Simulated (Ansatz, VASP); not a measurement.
# As in VASP and in Ansatz

```
As
1.0
     1.82594   -5.69340    0.00000
     1.82594    5.69340    0.00000
     0.00000    0.00000    4.73987
As
4
Direct
  0.10456 0.89544 0.07354
  0.89544 0.10456 0.92435
  0.39544 0.60456 0.57354
  0.60456 0.39544 0.42646
```

Alike in both runs: task single point; functional PBEsol; k mesh 11 × 11 × 8; occupations gaussian, width 0.15 eV; no spin polarisation.

|  | VASP | Ansatz |
| --- | --- | --- |
| version | VASP 6.6.1 | Ansatz 0.2.0 |
| potentials or method | VASP PAW PBE potentials, release 64 (As), cutoff 520 eV | all-electron LAPW, scalar-relativistic |

```tsv
	VASP	Ansatz	Ansatz less VASP
gap on the k mesh at the Fermi level (eV)	0.02	0.04	+0.017
least direct gap on the mesh (eV)	0.04	0.06	+0.016
rms of the force components (eV/Å)	0.167	0.124	-0.0434
```

VASP's potentials were made for PBE, not for PBEsol. Atom by atom the forces differ by 0.046 eV/Å (rms over components). Ansatz ran all-electron here, and VASP with PAW potentials.
